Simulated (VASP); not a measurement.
CsRh4: relaxation of cell and atoms with PBE

The system is CsRh4.

```
Cs Rh
1.0
    -2.93834    2.93834    2.93834
     2.93834   -2.93834    2.93834
     2.93834    2.93834   -2.93834
Cs Rh
1 4
Direct
  0.00000 0.00000 0.00000
  0.50000 0.50000 0.50000
  0.50000 0.00000 0.00000
  0.00000 0.00000 0.50000
  0.00000 0.50000 0.00000
```

The cell was built from a structure type or drawn by symmetry, and may not be a known phase.

- Program: VASP 6.6.1
- Task: relaxation of cell and atoms
- Functional: PBE
- Potentials or basis: VASP PAW PBE potentials, release 64 (Cs_sv, Rh_sv_GW)
- Cutoff: 530 eV
- k mesh: 10 × 10 × 10
- Occupations: gaussian, width 0.1 eV
- Spin: no spin polarisation
- Dipole correction: no
- Further INCAR settings: ALGO = Normal; EDIFF = 1e-07; IBRION = 2; EDIFFG = -0.01; NSW = 100; ISIF = 3

```yaml
Relaxed_volume: 20.53 Å³/atom
Relaxed_cell: a = 5.109 Å, b = 5.109 Å, c = 5.109 Å, α = 109.47°, β = 109.47°, γ = 109.47°
Space_group_after_relaxing_to_0.1_Å: Im-3m (No. 229)
Energy_gained_by_relaxing: 0.9 meV/atom
Ionic_steps: 3
Pressure_after_relaxing: 0.0 GPa
Band_gap_on_the_k_mesh: zero (an odd number of electrons rules out a gap without spin polarisation)
```

Step by step:
```
step  energy change (eV)  largest force (eV/Å)  pressure (GPa)  volume (Å³)
   1              0.0000                0.0000            1.19       101.48
   2             -0.0008                0.0000           -1.04       103.72
   3             -0.0043                0.0000           -0.01       102.65
```

Final structure:
```
Cs Rh
1.0
    -2.94958    2.94958    2.94958
     2.94958   -2.94958    2.94958
     2.94958    2.94958   -2.94958
Cs Rh
1 4
Direct
  0.00000 0.00000 0.00000
  0.50000 0.50000 0.50000
  0.50000 0.00000 0.00000
  0.00000 0.00000 0.50000
  0.00000 0.50000 0.00000
```

Levels at points of the mesh, in eV from the Fermi level:
| k point | band 35 | band 36 | band 37 | band 38 | band 39 | band 40 | band 41 | band 42 |
| --- | --- | --- | --- | --- | --- | --- | --- | --- |
| (0.00, 0.00, 0.00) | -0.61 | -0.02 | -0.02 | -0.02 | 0.80 | 0.80 | 0.80 | 4.07 |
| (0.50, 0.00, 0.00) | -1.02 | -0.65 | -0.49 | -0.34 | -0.26 | -0.10 | 0.59 | 3.01 |
| (0.50, 0.50, 0.50) | -0.40 | 0.18 | 0.18 | 0.89 | 0.89 | 1.08 | 1.08 | 1.08 |

It took 5.6 min on 1 thread of Intel(R) Xeon(R) 6975P-C (Granite Rapids) (shared host), peak memory 0.38 GiB.

Caveat: spin-orbit coupling is left out, which moves the levels of the heavy elements.
